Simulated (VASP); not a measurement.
# WSe2 (P6_3/mmc) in VASP: a series of runs

The runs below take WSe2 through single point, relaxation of the atoms, with PBE+D3(BJ).

Everything below comes from runs of VASP 6.6.1. Logs are shortened: lines on timing, memory, paths and dates and some standing lists are left out, and cuts for length are marked.

**What was measured.**

From “Time-resolved XUV ARPES with tunable 24–33 eV laser pulses at 30 meV resolution”, 2019, pmc:6684652, for a bulk crystal of WSe2: band gap 1.3 eV (indirect).

The results are compared with them further down.

**1. The cell of the first run**

It takes space group P6_3/mmc (No. 194, hexagonal). Conventional cell: a = 3.279 Å, b = 3.279 Å, c = 12.789 Å, α = 90.00°, β = 90.00°, γ = 120.00°. W (site symmetry -6m2) has 6 Se at 2.53 Å and 6 W at 3.28 Å within 3.3 Å. Within 3.4 Å of Se (site symmetry 3m) lie 3 W at 2.53 Å and 7 Se at 3.28 to 3.37 Å.

**2. Single point, PBE+D3(BJ)**

File INCAR:

```
SYSTEM = WSe2
PREC     = Accurate       ! precision mode
ENCUT    = 520            ! plane-wave cutoff, eV
EDIFF    = 1E-6           ! SCF threshold, eV
ISMEAR   = 0              ! smearing method
SIGMA    = 0.05           ! smearing width, eV
LREAL    = .FALSE.        ! projectors in reciprocal space
LASPH    = .TRUE.         ! aspherical terms in the spheres
NELM     = 100            ! most SCF steps
ALGO     = Normal         ! electronic algorithm
ISIF     = 2              ! what is computed and relaxed
LWAVE    = .FALSE.        ! write WAVECAR
LCHARG   = .TRUE.         ! write CHGCAR
GGA      = PE             ! functional
IVDW     = 12             ! dispersion correction
LELF     = .TRUE.         ! ELF
LVHAR    = .TRUE.       
NBANDS   = 35             ! bands
```

File KPOINTS:

```
regular mesh
0
G
  12 12 2
  0 0 0
```

File POSCAR:

```
WSe2
1.0
    3.2790275592      0.0000000000      0.0000000000
   -1.6395137796      2.8397211660      0.0000000000
    0.0000000000      0.0000000000     12.7886113051
W Se
2 4
Direct
    0.3333333333      0.6666666667      0.2500000000
    0.6666666667      0.3333333333      0.7500000000
    0.3333333333      0.6666666667      0.6182912222
    0.6666666667      0.3333333333      0.1182912222
    0.3333333333      0.6666666667      0.8817087778
    0.6666666667      0.3333333333      0.3817087778
```

Potentials or basis: VASP PAW PBE potentials, release 64 (W_sv, Se).

Launch:

```
$ cat potpaw_PBE.64/W_sv/POTCAR potpaw_PBE.64/Se/POTCAR > POTCAR
$ mpirun -np 1 vasp_std > vasp.out
```

OUTCAR:

```text
SYSTEM = WSe2
   PREC = Accurate
   ENCUT = 520
   EDIFF = 1E-6
   ISMEAR = 0
   LREAL = .FALSE.
   LASPH = .TRUE.
   NELM = 100
   ISIF = 2
   GGA = PE
   IVDW = 12
 IVDW          = 12

 ion  position               nearest neighbor table
   1  0.333  0.667  0.250-   4 2.53   6 2.53   4 2.53   6 2.53   4 2.53   6 2.53
   2  0.667  0.333  0.750-   3 2.53   5 2.53   3 2.53   5 2.53   3 2.53   5 2.53
   3  0.333  0.667  0.618-   2 2.53   2 2.53   2 2.53
   4  0.667  0.333  0.118-   1 2.53   1 2.53   1 2.53
   5  0.333  0.667  0.882-   2 2.53   2 2.53   2 2.53
   6  0.667  0.333  0.382-   1 2.53   1 2.53   1 2.53

  LATTYP: Found a hexagonal cell.
 ALAT       =     3.2790275592
 C/A-ratio  =     3.9001231537

  Lattice vectors:

 A1 = (   3.2790275592,   0.0000000000,   0.0000000000)
 A2 = (  -1.6395137796,   2.8397211660,   0.0000000000)
 A3 = (   0.0000000000,   0.0000000000,  12.7886113051)

Analysis of symmetry for initial positions (statically):
=====================================================================
 Subroutine PRICEL returns:
 Original cell was already a primitive cell.

 Routine SETGRP: Setting up the symmetry group for a
 hexagonal supercell.

 Subroutine GETGRP returns: Found 24 space group operations
 (whereof 12 operations were pure point group operations)
 out of a pool of 24 trial point group operations.

The static configuration has the point symmetry D_3d.
 The point group associated with its full space group is D_6h.

Analysis of symmetry for dynamics (positions and initial velocities):
=====================================================================
 Subroutine PRICEL returns:
 Original cell was already a primitive cell.

 Routine SETGRP: Setting up the symmetry group for a
 hexagonal supercell.

 Subroutine GETGRP returns: Found 24 space group operations
 (whereof 12 operations were pure point group operations)
 out of a pool of 24 trial point group operations.

The dynamic configuration has the point symmetry D_3d.
 The point group associated with its full space group is D_6h.

 Subroutine INISYM returns: Found 24 space group operations
 (whereof 12 operations are pure point group operations),
 and found     1 'primitive' translations

----------------------------------------------------------------------------------------

                                     Primitive cell

  volume of cell :     119.0815

  direct lattice vectors                    reciprocal lattice vectors
     3.279027559  0.000000000  0.000000000     0.304968465  0.176073625  0.000000000
    -1.639513780  2.839721166  0.000000000     0.000000000  0.352147250  0.000000000
     0.000000000  0.000000000 12.788611305     0.000000000  0.000000000  0.078194573

  length of vectors
     3.279027559  3.279027559 12.788611305     0.352147250  0.352147250  0.078194573

  position of ions in fractional coordinates (direct lattice)
     0.333333333  0.666666667  0.250000000
     0.666666667  0.333333333  0.750000000
     0.333333333  0.666666667  0.618291222
     0.666666667  0.333333333  0.118291222
     0.333333333  0.666666667  0.881708778
     0.666666667  0.333333333  0.381708778

  ion indices of the primitive-cell ions
   primitive index   ion index
                 1           1
                 2           2
                 3           3
                 4           4
                 5           5
                 6           6

----------------------------------------------------------------------------------------

 KPOINTS: regular mesh

Automatic generation of k-mesh.
 Grid dimensions read from file:
 generate k-points for:   12   12    2

 Generating k-lattice:

  Cartesian coordinates                     Fractional coordinates (reciprocal lattice)
     0.025414039  0.014672802  0.000000000     0.083333333 -0.000000000  0.000000000
     0.000000000  0.029345604  0.000000000     0.000000000  0.083333333  0.000000000
     0.000000000  0.000000000  0.039097286     0.000000000  0.000000000  0.500000000

  Length of vectors
     0.029345604  0.029345604  0.039097286

  Shift w.r.t. Gamma in fractional coordinates (k-lattice)
     0.000000000  0.000000000  0.000000000

 Subroutine IBZKPT returns following result:
 ===========================================

 Found     38 irreducible k-points:

 Following reciprocal coordinates:
            Coordinates               Weight
  0.000000  0.000000  0.000000      1.000000
  0.083333  0.000000  0.000000      6.000000
  0.166667  0.000000  0.000000      6.000000
  0.250000  0.000000  0.000000      6.000000
  0.333333  0.000000  0.000000      6.000000
  0.416667  0.000000  0.000000      6.000000
[... 16 lines left out ...]
  0.250000  0.000000  0.500000      6.000000
  0.333333  0.000000  0.500000      6.000000
 [... further k-points ...]
   k-points           NKPTS =     38   k-points in BZ     NKDIM =     38   number of bands    NBANDS=     35
   number of dos      NEDOS =    301   number of ions     NIONS =      6
   total plane-waves  NPLWV =  55296
   dimension x,y,z NGX =    24 NGY =   24 NGZ =   96
   dimension x,y,z NGXF=    48 NGYF=   48 NGZF=  192
   ions per type =               2   4
   NGX,Y,Z   is equivalent  to a cutoff of  12.17, 12.17, 12.48 a.u.
   NGXF,Y,Z  is equivalent  to a cutoff of  24.34, 24.34, 24.96 a.u.
 SYSTEM =  WSe2
   PREC   = accura    normal or accurate (medium, high low for compatibility)
   ISTART =      0    job   : 0-new  1-cont  2-samecut
   ICHARG =      2    charge: 1-file 2-atom 10-const
   ISPIN  =      1    spin polarized calculation?
   LNONCOLLINEAR =      F non collinear calculations
   LSORBIT =      F    spin-orbit coupling
   LASPH  =      T    aspherical Exc in radial PAW
   ENCUT  =  520.0 eV  38.22 Ry    6.18 a.u.   6.10  6.10 23.78*2*pi/ulx,y,z
   NELM   =    100;   NELMIN=  2; NELMDL= -5     # of ELM steps
   EDIFF  = 0.1E-05   stopping-criterion for ELM
   LREAL  =      F    real-space projection
   EDIFFG = 0.1E-04   stopping-criterion for IOM
   NSW    =      0    number of steps for IOM
   IBRION =     -1    ionic relax: 0-MD 1-quasi-New 2-CG
   NFREE  =      0    steps in history (QN), initial steepest desc. (CG)
   ISIF   =      2    stress and relaxation
   ISYM   =      2    0-nonsym 1-usesym 2-fastsym
   POTIM  = 0.5000    time-step for ionic-motion
   TEBEG  =    0.0;   TEEND  =   0.0 temperature during run
   PSTRESS=    0.0 pullay stress
   NELECT =      52.0000    total number of electrons
   NUPDOWN=      -1.0000    fix difference up-down
   EMIN   =  10.00;   EMAX   =-10.00  energy-range for DOS
   EFERMI =   0.00;   METHOD = LEGACY
   ISMEAR =     0;   SIGMA  =   0.05  broadening in eV -4-tet -1-fermi 0-gaus
   EFERMI_NEDOS =   21; number of points for ismear=-14 and -15
   IALGO  =     38    algorithm
   IMIX   =      4    mixing-type and parameters
     AMIX     =   0.40;   BMIX     =  1.00
     AMIX_MAG =   1.60;   BMIX_MAG =  1.00
  volume/ion in A,a.u.               =      19.85       133.93
  Fermi-wavevector in a.u.,A,eV,Ry     =   1.242018  2.347074 20.988466  1.542609
  Thomas-Fermi vector in A             =   2.376391
   LORBIT       =      0    0 simple, 1 ext, 2 COOP (PROOUT), +10 PAW based schemes
   GGA     = PE    functional components
   LHFCALC =     F    Hartree Fock is set to
   AEXX    =    0.0000 exact exchange contribution
   IVDW    =    12    specifies the selected vdW correction
   LEPSILON=     F    determine dielectric tensor
   LRPA    =     F    only Hartree local field effects (RPA)
 non-spin polarized calculation
 Gauss-broadening in eV      SIGMA  =   0.05
  energy-cutoff  :      520.00
  volume of cell :      119.08
 maximum number of plane-waves:      3248
   NGX = 13   NGY = 13   NGZ = 47

 number of electron      51.9999988 magnetization

 Free energy of the ion-electron system (eV)
  ---------------------------------------------------
  ext. energy  EPLUGINS =         0.00000000
  ---------------------------------------------------
  free energy    TOTEN  =       -43.07781220 eV

  energy without entropy =      -43.07781220  energy(sigma->0) =      -43.07781220

 E-fermi :   6.7620     XC(G=0): -10.8975

 val. band max:        6.5242447896   @ k =   0.0000   0.0000   0.0000
 cond. band min:       7.4144536282   @ k =   0.1667   0.1667   0.0000
 fundamental gap:      0.8902088386
 Fermi energy:         6.7619523387

 k-point     1 :       0.0000    0.0000    0.0000
  band No.  band energies     occupation
      1     -67.8188      2.00000
      2     -67.8188      2.00000
      3     -32.0695      2.00000
      4     -32.0694      2.00000
      5     -31.9324      2.00000
      6     -31.9324      2.00000
[... 27 lines left out ...]
     34       9.4660      0.00000
     35      11.0787      0.00000

 k-point     2 :       0.0833    0.0000    0.0000
  band No.  band energies     occupation
      1     -67.8181      2.00000
      2     -67.8181      2.00000
      3     -32.0664      2.00000
      4     -32.0664      2.00000
      5     -31.9487      2.00000
      6     -31.9487      2.00000
[... 27 lines left out ...]
     34       9.4266      0.00000
     35      11.6996      0.00000

 k-point     3 :       0.1667    0.0000    0.0000
  band No.  band energies     occupation
      1     -67.8161      2.00000
      2     -67.8161      2.00000
      3     -32.0579      2.00000
      4     -32.0579      2.00000
      5     -31.9931      2.00000
      6     -31.9930      2.00000
[... 27 lines left out ...]
     34       9.8880      0.00000
     35      12.6203      0.00000
[... 723 lines left out ...]
 k-point    23 :       0.2500    0.0000    0.5000
  band No.  band energies     occupation
      1     -67.8134      2.00000
      2     -67.8134      2.00000
      3     -32.0530      2.00000
      4     -32.0530      2.00000
      5     -32.0463      2.00000
      6     -32.0463      2.00000
[... 27 lines left out ...]
     34      10.1774      0.00000
     35      12.8411      0.00000

 k-point    24 :       0.3333    0.0000    0.5000
  band No.  band energies     occupation
      1     -67.8107      2.00000
      2     -67.8107      2.00000
      3     -32.1123      2.00000
      4     -32.1123      2.00000
      5     -32.0347      2.00000
      6     -32.0347      2.00000
[... 27 lines left out ...]
     34      10.4333      0.00000
     35      12.0514      0.00000

 [... further k-points ...]

------------------------ aborting loop because EDIFF is reached ----------------------------------------

 Edisp (eV)   -2.85284

 E8    (eV) :    -1.2725

  FORCE on cell =-STRESS in cart. coord.  units (eV):
  Direction    XX          YY          ZZ          XY          YZ          ZX
  --------------------------------------------------------------------------------------
  -------------------------------------------------------------------------------------
  Total       0.20599     0.20599     0.29227    -0.00000     0.00000    -0.00000
  in kB       2.77146     2.77146     3.93231    -0.00000     0.00000    -0.00000
  external pressure =        3.16 kB  Pullay stress =        0.00 kB

 VOLUME and BASIS-vectors are now :
 -----------------------------------------------------------------------------
  energy-cutoff  :      520.00
  volume of cell :      119.08
      direct lattice vectors                 reciprocal lattice vectors
     3.279027559  0.000000000  0.000000000     0.304968465  0.176073625  0.000000000
    -1.639513780  2.839721166  0.000000000     0.000000000  0.352147250  0.000000000
     0.000000000  0.000000000 12.788611305     0.000000000  0.000000000  0.078194573

 POSITION                                       TOTAL-FORCE (eV/Angst)
 -----------------------------------------------------------------------------------
     -0.00000      1.89315      3.19715        -0.000000     -0.000000     -0.000000
      1.63951      0.94657      9.59146         0.000000      0.000000     -0.000000
     -0.00000      1.89315      7.90709        -0.000000      0.000000     -0.047007
      1.63951      0.94657      1.51278        -0.000000     -0.000000     -0.047007
     -0.00000      1.89315     11.27583         0.000000     -0.000000      0.047007
      1.63951      0.94657      4.88153         0.000000      0.000000      0.047007
 -----------------------------------------------------------------------------------
    total drift:                               -0.000000      0.000000     -0.000000

  FREE ENERGIE OF THE ION-ELECTRON SYSTEM (eV)
  ---------------------------------------------------
  free  energy   TOTEN  =       -45.9306479757 eV

  energy  without entropy=      -45.9306479757  energy(sigma->0) =      -45.93064798
```

Run time: 1.9 min. Hardware: 1 thread of AMD EPYC 7R43 (Zen 3), shared host; peak memory 0.27 GiB.

Results:

- Free energy: -45.9306 eV
- Pressure: 0.3 GPa
- Largest force: 0.047 eV/Å
- Band gap on the k mesh: 0.89 eV (least direct gap 1.56 eV)
- Dispersion energy per atom: -0.475 eV

Forces in eV/Å, atoms in the order of the input:
```
W    0.000  0.000  0.000
W    0.000  0.000  0.000
Se   0.000  0.000 -0.047
Se   0.000  0.000 -0.047
Se   0.000  0.000  0.047
Se   0.000  0.000  0.047
```

Caveat: spin-orbit coupling is left out, which moves the levels of the heavy elements.

(Continued in part 2 of 3.)
